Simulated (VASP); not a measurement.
The system is LiCl.

```
Li Cl
1.0
     0.00000    2.55604    2.55604
     2.55604    0.00000    2.55604
     2.55604    2.55604    0.00000
Li Cl
1 1
Direct
  0.00000 0.00000 0.00000
  0.50000 0.50000 0.50000
```

Base run:

```yaml
Program: VASP 6.6.1
Functional: PBE
Potentials_or_basis: VASP PAW PBE potentials, release 64 (Li_sv, Cl)
Cutoff: 520 eV
k_mesh: 6 × 6 × 6
Occupations: gaussian, width 0.01 eV
Spin: no spin polarisation
```

Its results: band gap on the k mesh 6.40 eV.

Question: The run is repeated on the same cell with these changes: functional from PBE to r2SCAN. What comes out?

Answer: Band gap on the k mesh 7.36 eV.

A k mesh can miss the band edges.
